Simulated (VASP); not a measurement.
# BeTe (I-4m2) in VASP: electric field gradients with PBE

Aim: the electric field gradients of BeTe with PBE.

Everything below comes from runs of VASP 6.6.1. Logs are shortened: lines on timing, memory, paths and dates and some standing lists are left out, and cuts for length are marked.

## Step 1: The cell of the first run

It takes space group I-4m2 (No. 119, tetragonal). Conventional cell: a = 3.860 Å, b = 3.860 Å, c = 5.706 Å, α = 90.00°, β = 90.00°, γ = 90.00°. Within 3.2 Å of Be (site symmetry -4m2) lie 4 Te at 2.40 Å. Te (site symmetry -4m2) has 4 Be at 2.40 Å within 3.2 Å.

## Step 2: Electric field gradients, PBE (z stretched by +3 % at fixed volume)

Contents of INCAR:

```
ALGO     = Normal         # electronic algorithm
EDIFF    = 1E-8           # SCF threshold, eV
ENCUT    = 520            # plane-wave cutoff, eV
GGA      = PE             # functional
ISIF     = 2              # what is computed and relaxed
ISMEAR   = -1             # smearing method
LASPH    = T              # aspherical terms in the spheres
LCHARG   = F              # write CHGCAR
LEFG     = T            
LREAL    = F              # projectors in reciprocal space
LWAVE    = F              # write WAVECAR
NBANDS   = 11             # bands
NELM     = 100            # most SCF steps
PREC     = Accurate       # precision mode
SIGMA    = 0.05           # smearing width, eV
```

Contents of KPOINTS:

```
k-points
0
Gamma
  11 11 11
```

Contents of POSCAR:

```
BeTe
1.0
    0.0000000000      2.7293621006      2.8531000000
    2.7293621006      0.0000000000      2.8531000000
    2.7293621006      2.7293621006      0.0000000000
Be Te
1 1
Direct
    0.0000000000      0.0000000000      0.0000000000
    0.7500000000      0.7500000000      0.7500000000
```

Potentials or basis: VASP PAW PBE potentials, release 64 (Be, Te).

On the command line:

```
$ cat potpaw_PBE.64/Be/POTCAR potpaw_PBE.64/Te/POTCAR > POTCAR
$ mpirun -np 1 vasp_std > vasp.out
```

OUTCAR:

```text
EDIFF = 1E-8
   ENCUT = 520
   GGA = PE
   ISIF = 2
   ISMEAR = -1
   LASPH = T
   LREAL = F
   NELM = 100
   PREC = Accurate

 ion  position               nearest neighbor table
   1  0.000  0.000  0.000-   2 2.40   2 2.40   2 2.40   2 2.40
   2  0.750  0.750  0.750-   1 2.40   1 2.40   1 2.40   1 2.40

  LATTYP: Found a body centered tetragonal cell.
 ALAT       =     3.8599008993
 C/A-ratio  =     1.4783281097

  Lattice vectors:

 A1 = (  -2.7293621006,   0.0000000000,   2.8531000000)
 A2 = (   2.7293621006,   0.0000000000,   2.8531000000)
 A3 = (   0.0000000000,   2.7293621006,  -2.8531000000)

Analysis of symmetry for initial positions (statically):
=====================================================================
 Subroutine PRICEL returns:
 Original cell was already a primitive cell.

 Routine SETGRP: Setting up the symmetry group for a
 body centered tetragonal supercell.

 Subroutine GETGRP returns: Found  8 space group operations
 (whereof  8 operations were pure point group operations)
 out of a pool of 16 trial point group operations.

The static configuration has the point symmetry D_2d.

Analysis of symmetry for dynamics (positions and initial velocities):
=====================================================================
 Subroutine PRICEL returns:
 Original cell was already a primitive cell.

 Routine SETGRP: Setting up the symmetry group for a
 body centered tetragonal supercell.

 Subroutine GETGRP returns: Found  8 space group operations
 (whereof  8 operations were pure point group operations)
 out of a pool of 16 trial point group operations.

The dynamic configuration has the point symmetry D_2d.

 Subroutine INISYM returns: Found  8 space group operations
 (whereof  8 operations are pure point group operations),
 and found     1 'primitive' translations

----------------------------------------------------------------------------------------

                                     Primitive cell

  volume of cell :      42.5079

  direct lattice vectors                    reciprocal lattice vectors
     0.000000000  2.729362101  2.853100000    -0.183192989  0.183192989  0.175247976
     2.729362101  0.000000000  2.853100000     0.183192989 -0.183192989  0.175247976
     2.729362101  2.729362101  0.000000000     0.183192989  0.183192989 -0.175247976

  length of vectors
     3.948366382  3.948366382  3.859900899     0.312779787  0.312779787  0.312779787

  position of ions in fractional coordinates (direct lattice)
     0.000000000  0.000000000  0.000000000
     0.750000000  0.750000000  0.750000000

  ion indices of the primitive-cell ions
   primitive index   ion index
                 1           1
                 2           2

----------------------------------------------------------------------------------------

 KPOINTS: k-points

Automatic generation of k-mesh.
 Grid dimensions read from file:
 generate k-points for:   11   11   11

 Generating k-lattice:

  Cartesian coordinates                     Fractional coordinates (reciprocal lattice)
    -0.016653908  0.016653908  0.015931634     0.090909091 -0.000000000  0.000000000
     0.016653908 -0.016653908  0.015931634    -0.000000000  0.090909091  0.000000000
     0.016653908  0.016653908 -0.015931634     0.000000000  0.000000000  0.090909091

  Length of vectors
     0.028434526  0.028434526  0.028434526

  Shift w.r.t. Gamma in fractional coordinates (k-lattice)
     0.000000000  0.000000000  0.000000000

 Subroutine IBZKPT returns following result:
 ===========================================

 Found    126 irreducible k-points:

 Following reciprocal coordinates:
            Coordinates               Weight
  0.000000  0.000000  0.000000      1.000000
  0.090909 -0.000000  0.000000      8.000000
  0.181818  0.000000  0.000000      8.000000
  0.272727 -0.000000  0.000000      8.000000
  0.363636  0.000000  0.000000      8.000000
  0.454545  0.000000  0.000000      8.000000
[... 16 lines left out ...]
 -0.272727  0.181818  0.000000      8.000000
 -0.181818  0.181818  0.000000      4.000000
 [... further k-points ...]
   k-points           NKPTS =    126   k-points in BZ     NKDIM =    126   number of bands    NBANDS=     11
   number of dos      NEDOS =    301   number of ions     NIONS =      2
   total plane-waves  NPLWV =  27000
   dimension x,y,z NGX =    30 NGY =   30 NGZ =   30
   dimension x,y,z NGXF=    60 NGYF=   60 NGZF=   60
   ions per type =               1   1
   NGX,Y,Z   is equivalent  to a cutoff of  12.63, 12.63, 12.92 a.u.
   NGXF,Y,Z  is equivalent  to a cutoff of  25.26, 25.26, 25.84 a.u.
 SYSTEM =  unknown system
   PREC   = accura    normal or accurate (medium, high low for compatibility)
   ISTART =      0    job   : 0-new  1-cont  2-samecut
   ICHARG =      2    charge: 1-file 2-atom 10-const
   ISPIN  =      1    spin polarized calculation?
   LNONCOLLINEAR =      F non collinear calculations
   LSORBIT =      F    spin-orbit coupling
   LASPH  =      T    aspherical Exc in radial PAW
   ENCUT  =  520.0 eV  38.22 Ry    6.18 a.u.   7.34  7.34  7.18*2*pi/ulx,y,z
   NELM   =    100;   NELMIN=  2; NELMDL= -5     # of ELM steps
   EDIFF  = 0.1E-07   stopping-criterion for ELM
   LREAL  =      F    real-space projection
   EDIFFG = 0.1E-06   stopping-criterion for IOM
   NSW    =      0    number of steps for IOM
   IBRION =     -1    ionic relax: 0-MD 1-quasi-New 2-CG
   NFREE  =      0    steps in history (QN), initial steepest desc. (CG)
   ISIF   =      2    stress and relaxation
   ISYM   =      2    0-nonsym 1-usesym 2-fastsym
   POTIM  = 0.5000    time-step for ionic-motion
   TEBEG  =    0.0;   TEEND  =   0.0 temperature during run
   PSTRESS=    0.0 pullay stress
   NELECT =       8.0000    total number of electrons
   NUPDOWN=      -1.0000    fix difference up-down
   EMIN   =  10.00;   EMAX   =-10.00  energy-range for DOS
   EFERMI =   0.00;   METHOD = LEGACY
   ISMEAR =    -1;   SIGMA  =   0.05  broadening in eV -4-tet -1-fermi 0-gaus
   EFERMI_NEDOS =   21; number of points for ismear=-14 and -15
   IALGO  =     38    algorithm
   IMIX   =      4    mixing-type and parameters
     AMIX     =   0.40;   BMIX     =  1.00
     AMIX_MAG =   1.60;   BMIX_MAG =  1.00
  volume/ion in A,a.u.               =      21.25       143.43
  Fermi-wavevector in a.u.,A,eV,Ry     =   0.938170  1.772885 11.975354  0.880164
  Thomas-Fermi vector in A             =   2.065355
   LORBIT       =      0    0 simple, 1 ext, 2 COOP (PROOUT), +10 PAW based schemes
   GGA     = PE    functional components
   LHFCALC =     F    Hartree Fock is set to
   AEXX    =    0.0000 exact exchange contribution
   IVDW    =     0    specifies the selected vdW correction
   LEPSILON=     F    determine dielectric tensor
   LRPA    =     F    only Hartree local field effects (RPA)
 non-spin polarized calculation
  energy-cutoff  :      520.00
  volume of cell :       42.51
 maximum number of plane-waves:      1159
 NGX is ok and might be reduce to    30
   NGX = 15   NGY = 15   NGZ = 15

 number of electron       7.9999999 magnetization

 Free energy of the ion-electron system (eV)
  ---------------------------------------------------
  ext. energy  EPLUGINS =         0.00000000
  ---------------------------------------------------
  free energy    TOTEN  =        -7.57397582 eV

  energy without entropy =       -7.57397582  energy(sigma->0) =       -7.57397582

 E-fermi :   6.5810     XC(G=0):  -9.2588

 val. band max:        5.7543002234   @ k =   0.0000   0.0000   0.0000
 cond. band min:       7.4347894316   @ k =   0.4545   0.0000   0.4545
 fundamental gap:      1.6804892082
 Fermi energy:         6.5809675631

 k-point     1 :       0.0000    0.0000    0.0000
  band No.  band energies     occupation
      1      -6.9686      2.00000
      2       5.4821      2.00000
      3       5.7543      2.00000
      4       5.7543      2.00000
      5       9.2099      0.00000
      6       9.2099      0.00000
      7       9.3057      0.00000
      8       9.8406      0.00000
      9      14.0591      0.00000
     10      15.5050      0.00000
     11      16.3204      0.00000

 k-point     2 :       0.0909   -0.0000    0.0000
  band No.  band energies     occupation
      1      -6.8840      2.00000
      2       4.8166      2.00000
      3       5.4316      2.00000
      4       5.6213      2.00000
      5       9.2675      0.00000
      6       9.4212      0.00000
      7       9.5180      0.00000
      8      10.5470      0.00000
      9      14.3014      0.00000
     10      14.8848      0.00000
     11      15.6519      0.00000

 k-point     3 :       0.1818    0.0000    0.0000
  band No.  band energies     occupation
      1      -6.6390      2.00000
      2       3.3095      2.00000
      3       5.0625      2.00000
      4       5.3253      2.00000
      5       9.1603      0.00000
      6       9.8855      0.00000
      7       9.9225      0.00000
      8      11.9863      0.00000
      9      14.3886      0.00000
     10      14.8236      0.00000
     11      14.9675      0.00000
[... 267 lines left out ...]
 k-point    23 :      -0.2727    0.1818    0.0000
  band No.  band energies     occupation
      1      -5.7342      2.00000
      2       1.0544      2.00000
      3       2.7265      2.00000
      4       4.7958      2.00000
      5       9.8454      0.00000
      6      10.8130      0.00000
      7      10.9482      0.00000
      8      12.5963      0.00000
      9      14.1862      0.00000
     10      15.9286      0.00000
     11      17.8958      0.00000

 k-point    24 :      -0.1818    0.1818    0.0000
  band No.  band energies     occupation
      1      -6.1218      2.00000
      2       1.9841      2.00000
      3       3.2195      2.00000
      4       5.1815      2.00000
      5       9.9602      0.00000
      6      10.2611      0.00000
      7      10.7101      0.00000
      8      12.0209      0.00000
      9      13.8842      0.00000
     10      15.8333      0.00000
     11      16.9458      0.00000

 [... further k-points ...]

------------------------ aborting loop because EDIFF is reached ----------------------------------------

  FORCE on cell =-STRESS in cart. coord.  units (eV):
  Direction    XX          YY          ZZ          XY          YZ          ZX
  --------------------------------------------------------------------------------------
  -------------------------------------------------------------------------------------
  Total        1.4444689      1.4444689      0.6437575      0.0000000     -0.0000000      0.0000000
  in kB       54.4439316     54.4439316     24.2640674      0.0000000     -0.0000000      0.0000000
  external PRESSURE =      44.3839769 kB  Pullay stress =       0.0000000 kB

 VOLUME and BASIS-vectors are now :
 -----------------------------------------------------------------------------
  energy-cutoff  :      520.00
  volume of cell :       42.51
      direct lattice vectors                 reciprocal lattice vectors
     0.000000000  2.729362101  2.853100000    -0.183192989  0.183192989  0.175247976
     2.729362101  0.000000000  2.853100000     0.183192989 -0.183192989  0.175247976
     2.729362101  2.729362101  0.000000000     0.183192989  0.183192989 -0.175247976

 POSITION                                       TOTAL-FORCE (eV/Angst)
 -----------------------------------------------------------------------------------
      0.00000      0.00000      0.00000         0.000000      0.000000     -0.000000
      4.09404      4.09404      4.27965        -0.000000     -0.000000      0.000000
 -----------------------------------------------------------------------------------
    total drift:                               -0.000000     -0.000000     -0.000000

  FREE ENERGIE OF THE ION-ELECTRON SYSTEM (eV)
  ---------------------------------------------------
  free  energy   TOTEN  =        -7.5739758156 eV

  energy  without entropy=       -7.5739758151  energy(sigma->0) =       -7.57397582

 Electric field gradients (V/A^2)
---------------------------------------------------------------------
 ion       V_xx      V_yy      V_zz      V_xy      V_xz      V_yz
---------------------------------------------------------------------
   1       0.223     0.223    -0.445     0.000    -0.000    -0.000
   2     -13.474   -13.474    26.948    -0.000     0.000     0.000
---------------------------------------------------------------------

 Electric field gradients after diagonalization (V/A^2)
 (convention: |V_zz| > |V_xx| > |V_yy|)
----------------------------------------------------------------------
 ion       V_xx      V_yy      V_zz     asymmetry (V_yy - V_xx)/ V_zz
----------------------------------------------------------------------
   1       0.223     0.223    -0.445       0.000
   2     -13.474   -13.474    26.948       0.000
----------------------------------------------------------------------

           NMR quadrupolar parameters

 Cq : quadrupolar parameter    Cq=e*Q*V_zz/h
 eta: asymmetry parameters     (V_yy - V_xx)/ V_zz
 Q  : nuclear electric quadrupole moment in mb (millibarn)
----------------------------------------------------------------------
 ion       Cq(MHz)       eta       Q (mb)
----------------------------------------------------------------------
   1      -0.001       0.000       1.000
   2       0.065       0.000       1.000
----------------------------------------------------------------------
```

It took 2 min on 1 thread of Intel Xeon 8259CL, shared host; peak memory 0.22 GiB.

What came out:

* Free energy: -7.5740 eV
* Pressure: 4.4 GPa
* Band gap on the k mesh: 1.68 eV (least direct gap 3.46 eV)
* Largest electric field gradient by atom: Be -0.4; Te +26.9 V/Å²

Stress tensor (GPa, compression positive):
```
5.44 0.00 0.00
0.00 5.44 0.00
0.00 0.00 2.43
```

Electric field gradients, principal values (V/Å²):
```tsv
atom	least	middle	greatest (by size)
1 Be	0.223	0.223	-0.445
2 Te	-13.474	-13.474	26.948
```

Caveat: the cell stands under pressure; without QUAD_EFG the Cq values of the log hold for a quadrupole moment of 1 mb, not for the nuclei; spin-orbit coupling is left out, which moves the levels of the heavy elements; an odd mesh through Γ misses points on the zone boundary, where band edges can lie.
